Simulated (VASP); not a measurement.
# Rh (P6_3/mmc) in VASP: a series of runs, part 2 of 2

VASP 6.6.1.

## Step 6: Single point, PBE (13.25 Å³/atom)

File INCAR:

```
PREC = Accurate
ENCUT = 520
EDIFF = 1E-6
ISMEAR = 0
SIGMA = 0.15
LREAL = F
LASPH = T
NELM = 60
ALGO = Fast
ISIF = 2
LWAVE = F
LCHARG = F
GGA = PE
NBANDS = 22
```

File KPOINTS:

```
Automatic mesh
0
Gamma
  21 21 12
```

File POSCAR:

```
Rh
1.0
    2.6962315800      0.0000000000      0.0000000000
   -1.3481157900      2.3350050427      0.0000000000
    0.0000000000      0.0000000000      4.2101656121
Rh
2
Direct
    0.6666666667      0.3333333333      0.7500000000
    0.3333333333      0.6666666667      0.2500000000
```

Potentials or basis: VASP PAW PBE potentials, release 64 (Rh_pv).

Command:

```sh
$ cat potpaw_PBE.64/Rh_pv/POTCAR > POTCAR
$ mpirun -np 1 vasp_std > vasp.out
```

OUTCAR:

```text
PREC = Accurate
   ENCUT = 520
   EDIFF = 1E-6
   ISMEAR = 0
   LREAL = F
   LASPH = T
   NELM = 60
   ISIF = 2
   GGA = PE

 ion  position               nearest neighbor table
   1  0.667  0.333  0.750-   2 2.62   2 2.62   2 2.62   2 2.62   2 2.62   2 2.62
   2  0.333  0.667  0.250-   1 2.62   1 2.62   1 2.62   1 2.62   1 2.62   1 2.62

  LATTYP: Found a hexagonal cell.
 ALAT       =     2.6962315800
 C/A-ratio  =     1.5615000000

  Lattice vectors:

 A1 = (   2.6962315800,   0.0000000000,   0.0000000000)
 A2 = (  -1.3481157900,   2.3350050427,   0.0000000000)
 A3 = (   0.0000000000,   0.0000000000,   4.2101656121)

Analysis of symmetry for initial positions (statically):
=====================================================================
 Subroutine PRICEL returns:
 Original cell was already a primitive cell.

 Routine SETGRP: Setting up the symmetry group for a
 hexagonal supercell.

 Subroutine GETGRP returns: Found 24 space group operations
 (whereof 12 operations were pure point group operations)
 out of a pool of 24 trial point group operations.
[... 155 lines left out ...]
   NGX =  9   NGY =  9   NGZ = 15

 number of electron      29.9999993 magnetization

 Free energy of the ion-electron system (eV)
  ---------------------------------------------------
  ext. energy  EPLUGINS =         0.00000000
  ---------------------------------------------------
  free energy    TOTEN  =       -14.34569574 eV

  energy without entropy =      -14.30979274  energy(sigma->0) =      -14.32774424

 E-fermi :  12.7149     XC(G=0): -14.2666

 val. band max:       12.7141200087   @ k =   0.3810   0.2381   0.3333
 cond. band min:      12.7172112631   @ k =   0.0476   0.0476   0.3333
 fundamental gap:      0.0030912544
 Fermi energy:        12.7148707993

 k-point     1 :       0.0000    0.0000    0.0000
  band No.  band energies     occupation
      1     -34.7541      2.00000
      2     -33.9734      2.00000
      3     -33.9734      2.00000
      4     -33.8328      2.00000
      5     -33.8275      2.00000
      6     -33.8275      2.00000
[... 589 lines left out ...]
     21      28.3343      0.00000
     22      30.3985      0.00000

 [... further k-points ...]
[... 5 lines left out ...]
  --------------------------------------------------------------------------------------
  -------------------------------------------------------------------------------------
  Total        2.5533839      2.5533839      4.4084479      0.0000000      0.0000000      0.0000000
  in kB      154.3414262    154.3414262    266.4723215      0.0000000      0.0000000      0.0000000
  external PRESSURE =     191.7183913 kB  Pullay stress =       0.0000000 kB

 VOLUME and BASIS-vectors are now :
 -----------------------------------------------------------------------------
  energy-cutoff  :      520.00
  volume of cell :       26.51
      direct lattice vectors                 reciprocal lattice vectors
     2.696231580  0.000000000  0.000000000     0.370888023  0.214132300  0.000000000
    -1.348115790  2.335005043  0.000000000     0.000000000  0.428264600  0.000000000
     0.000000000  0.000000000  4.210165612     0.000000000  0.000000000  0.237520348

 POSITION                                       TOTAL-FORCE (eV/Angst)
 -----------------------------------------------------------------------------------
      1.34812      0.77834      3.15762         0.000000     -0.000000      0.000000
     -0.00000      1.55667      1.05254        -0.000000      0.000000      0.000000
 -----------------------------------------------------------------------------------
    total drift:                               -0.000000      0.000000     -0.000000

  FREE ENERGIE OF THE ION-ELECTRON SYSTEM (eV)
  ---------------------------------------------------
  free  energy   TOTEN  =       -14.3456957433 eV

  energy  without entropy=      -14.3097927353  energy(sigma->0) =      -14.32774424
```

OSZICAR:

```text
N       E                     dE             d eps       ncg     rms          rms(c)
DAV:   1     0.328339900595E+03    0.32834E+03   -0.19000E+04 14824   0.160E+03
DAV:   2    -0.805208890742E+01   -0.33639E+03   -0.32429E+03 15348   0.477E+02
DAV:   3    -0.152413744187E+02   -0.71893E+01   -0.71526E+01 17298   0.786E+01
DAV:   4    -0.152888243036E+02   -0.47450E-01   -0.47444E-01 16550   0.643E+00
DAV:   5    -0.152895641813E+02   -0.73988E-03   -0.73987E-03 17556   0.827E-01    0.161E+01
RMM:   6    -0.143900029159E+02    0.89956E+00   -0.18981E+00 15213   0.119E+01    0.613E+00
RMM:   7    -0.143521033400E+02    0.37900E-01   -0.11788E-01 15584   0.288E+00    0.239E+00
RMM:   8    -0.143465646495E+02    0.55387E-02   -0.22405E-02 16181   0.144E+00    0.460E-01
RMM:   9    -0.143456660235E+02    0.89863E-03   -0.23947E-03 17340   0.471E-01    0.188E-02
RMM:  10    -0.143456966038E+02   -0.30580E-04   -0.26023E-04 17436   0.169E-01    0.162E-02
RMM:  11    -0.143456964108E+02    0.19301E-06   -0.19668E-05 18650   0.426E-02    0.616E-03
RMM:  12    -0.143456953902E+02    0.10206E-05   -0.47788E-06 14942   0.190E-02    0.122E-03
RMM:  13    -0.143456957433E+02   -0.35312E-06   -0.81280E-07 10552   0.785E-03
   1 F= -.14345696E+02 E0= -.14327744E+02  d E =-.359030E-01
```

stdout:

```text
POSCAR found type information on POSCAR Rh
 POSCAR found :  1 types and       2 ions
 scaLAPACK will be used
 LDA part: xc-table for (Slater+PW92), standard interpolation
 POSCAR, INCAR and KPOINTS ok, starting setup
 FFT: planning ... GRIDC
 FFT: planning ... GRID_SOFT
 FFT: planning ... GRID
 WAVECAR not read
 entering main loop
```

Run time: 69 s. Hardware: 1 thread of Intel Xeon 6975P-C (Granite Rapids), shared host; peak memory 0.25 GiB.

Results:

```
Free energy            : -14.3457 eV
Pressure               : 19.2 GPa
Band gap on the k mesh : zero (bands 15 and 16 overlap by 2.47 eV)
```

Stress tensor (GPa, compression positive):
```
15.43  0.00  0.00
 0.00 15.43  0.00
 0.00  0.00 26.65
```

Caveat: the cell stands under pressure.

## Step 7: Overview

```tsv
cell	further INCAR settings	gap on the mesh (eV)	pressure (GPa)
a = 2.616, b = 2.616, c = 4.472 Å, angles 90.0, 90.0, 120.0°, 2 atoms	ALGO = Fast; EDIFF = 1e-06; NBANDS = 22	none	19.4
a = 2.643, b = 2.643, c = 4.383 Å, angles 90.0, 90.0, 120.0°, 2 atoms	ALGO = Fast; EDIFF = 1e-07; NBANDS = 22	none	18.7
a = 2.751, b = 2.751, c = 4.044 Å, angles 90.0, 90.0, 120.0°, 2 atoms	ALGO = Fast; EDIFF = 1e-07; NBANDS = 22	none	22.0
a = 2.590, b = 2.590, c = 4.563 Å, angles 90.0, 90.0, 120.0°, 2 atoms	ALGO = Fast; EDIFF = 1e-06; NBANDS = 22	none	20.8
a = 2.696, b = 2.696, c = 4.210 Å, angles 90.0, 90.0, 120.0°, 2 atoms	ALGO = Fast; EDIFF = 1e-06; NBANDS = 22	none	19.2
```

Alike in all rows: task single point; level PBE; potentials or basis VASP PAW PBE potentials, release 64 (Rh_pv); no spin polarisation; k mesh 21 × 21 × 12; cutoff (eV) 520; smearing gaussian 0.15 eV.

Caveats: the cell stands under pressure.

Total energies depend on the potentials used, so only differences within one code and one set of settings carry meaning.
